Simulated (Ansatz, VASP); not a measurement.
**Two plane-wave programs on Zn2CdSe3**

The input INCAR:

```
ALGO = Normal
EDIFF = 1E-6
ENCUT = 520
GGA = PE
ISIF = 2
ISMEAR = 0
LASPH = T
LCHARG = F
LREAL = F
LWAVE = F
NBANDS = 36
NELM = 80
PREC = Accurate
SIGMA = 0.1
```

File KPOINTS:

```
k-points
0
Gamma
  6 6 2
```

File POSCAR:

```
Zn2CdSe3
1.0
    4.3935463200      0.0000000000      0.0000000000
   -2.1967731600      3.8049227200      0.0000000000
    0.0000000000      0.0000000000      8.8564133300
Zn Cd Se
2 1 3
Direct
    0.3333333300      0.6666666700      0.5000000000
    0.6666666700      0.3333333300      0.5000000000
    0.0000000000      0.0000000000      0.5000000000
    0.0000000000      0.0000000000      0.7686601000
    0.0000000000      0.0000000000      0.2313399000
    0.0000000000      0.0000000000      0.0000000000
```

Input for Ansatz:

```yaml
crystal:
  lattice:
    - [4.39354632, 0.0, 0.0]
    - [-2.19677316, 3.80492272, 0.0]
    - [0.0, 0.0, 8.85641333]
  atoms:
    - { symbol: Zn, position: [0.33333333, 0.66666667, 0.5] }
    - { symbol: Zn, position: [0.66666667, 0.33333333, 0.5] }
    - { symbol: Cd, position: [0.0, 0.0, 0.5] }
    - { symbol: Se, position: [0.0, 0.0, 0.7686601] }
    - { symbol: Se, position: [0.0, 0.0, 0.2313399] }
    - { symbol: Se, position: [0.0, 0.0, 0.0] }
basis:
  ecutwfc: 420
kpoints:
  mp_grid: { grid: [6, 6, 2] }
hamiltonian:
  xc: pbe
scf:
  occupations: { method: gaussian, width: 0.1 }
  lower_state_search: "off"
output:
  forces: true
  stress: true
  eigenvalues: true
```

Alike in both runs: task single point; functional PBE; k mesh 6 × 6 × 2; occupations gaussian, width 0.1 eV; no spin polarisation.

|  | VASP | Ansatz |
| --- | --- | --- |
| version | VASP 6.6.1 | Ansatz 0.2.0 |
| potentials or method | VASP PAW PBE potentials, release 64 (Zn, Cd, Se), cutoff 520 eV | scalar-relativistic, plane waves, PAW |
| valence electrons in the cell | 54 | 92 |

|  | VASP | Ansatz | Ansatz less VASP |
| --- | --- | --- | --- |
| gap on the k mesh at the Fermi level (eV) | none | none | - |
| pressure (GPa) | 22.9 | 22.3 | -0.57 |
| traceless stress, the component that is largest in VASP (GPa) | 30.11 | 29.69 | -0.413 |
| rms of the force components (eV/Å) | 1.373 | 1.369 | -0.0046 |

Atom by atom the forces differ by 0.005 eV/Å (rms over components). A gap of «none» marks a metal or a gap that the smearing closes. With one functional, cell and mesh, what is left measures potentials, basis and numerics. VASP's potentials hold 54 valence electrons a cell and Ansatz's 92, so a difference there can come from the potentials and not from the codes.
